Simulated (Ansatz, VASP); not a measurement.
CdSe: VASP beside Ansatz

```
CELL_PARAMETERS angstrom
4.35557 0.00000 0.00000
-2.17779 3.77204 0.00000
0.00000 0.00000 7.10225
ATOMIC_POSITIONS crystal
Cd 0.33333 0.66667 0.00048
Cd 0.66667 0.33333 0.50048
Se 0.33333 0.66667 0.37631
Se 0.66667 0.33333 0.87631
```

Change from the starting cell: volume scaled by 1.04, ions relaxed.

Alike in both runs: functional PBE; k mesh 12 × 12 × 6; occupations fermi-dirac, width 0.02 eV; no spin polarisation.

Ansatz relaxed the structure, and its values are those at the end. VASP's run is a single point on that final structure, the one shown.

```csv
,VASP,Ansatz
version,VASP 6.6.1,Ansatz 0.2.0
potentials or method,"VASP PAW PBE potentials, release 64 (Cd, Se)","plane-wave PAW, scalar-relativistic"
plane-wave cutoff (eV),520,420
valence electrons in the cell,36,72
```

|  | VASP | Ansatz | Ansatz less VASP |
| --- | --- | --- | --- |
| pressure (GPa) | 1.2 | 0.9 | -0.27 |

The functional is the same, so the differences come from potentials, cutoffs and numerics. VASP's potentials hold 36 valence electrons a cell and Ansatz's 72, so a difference there can come from the potentials and not from the codes. Ansatz's warnings: stress scf threshold loose.
